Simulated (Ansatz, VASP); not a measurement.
## Two plane-wave programs on Se

INCAR

```
PREC = Accurate
ENCUT = 520
EDIFF = 1E-6
ISMEAR = -1
SIGMA = 0.1
LREAL = False
LASPH = True
NELM = 80
ALGO = Normal
ISIF = 2
LWAVE = False
LCHARG = False
GGA = B5
ALDAX = 1.0
AGGAX = 1.0
AGGAC = 1.0
ALDAC = 0.0
NBANDS = 9
```

Contents of KPOINTS:

```
regular mesh
0
Gamma
  14 14 14
```

The input POSCAR:

```
Se
1.0
   -1.7834629084      1.7834629084      1.7834629084
    1.7834629084     -1.7834629084      1.7834629084
    1.7834629084      1.7834629084     -1.7834629084
Se
1
Direct
    0.0000000000      0.0000000000      0.0000000000
```

Input for Ansatz:

```yaml
crystal:
  lattice:
    - [-1.7834629084, 1.7834629084, 1.7834629084]
    - [1.7834629084, -1.7834629084, 1.7834629084]
    - [1.7834629084, 1.7834629084, -1.7834629084]
  atoms:
    - { symbol: Se, position: [0.0, 0.0, 0.0] }
hamiltonian:
  xc: blyp
  pseudopotentials:
    kind: paw
    azcp:
      Se: "pseudopotentials/Se.paw.azcp"
basis:
  ecutwfc: 420
  fft_grid_basis: typed
kpoints:
  mp_grid: { grid: [14, 14, 14], shift: [0, 0, 0] }
magnetization:
  spin_polarized: false
scf:
  occupations: { method: fermi_dirac, width: 0.1 }
  lower_state_search: "off"
output:
  stress: true
  write_density: true
  write_potential: true
  elf: true
  volumetric_format: npy
```

Alike in both runs: task single point; functional BLYP; k mesh 14 × 14 × 14; occupations fermi-dirac, width 0.1 eV; no spin polarisation.

|  | VASP | Ansatz |
| --- | --- | --- |
| version | VASP 6.6.1 | Ansatz 0.2.0 |
| potentials or method | VASP PAW PBE potentials, release 64 (Se), cutoff 520 eV | plane waves (420 eV) with PAW, scalar-relativistic |
| valence electrons in the cell | 6 | 16 |

```csv
,VASP,Ansatz,Ansatz less VASP
pressure (GPa),0.3,0.1,-0.14
```

VASP's potentials were made for PBE, not for BLYP. With one functional, cell and mesh, what is left measures potentials, basis and numerics. VASP's potentials hold 6 valence electrons a cell and Ansatz's 16, so a difference there can come from the potentials and not from the codes.
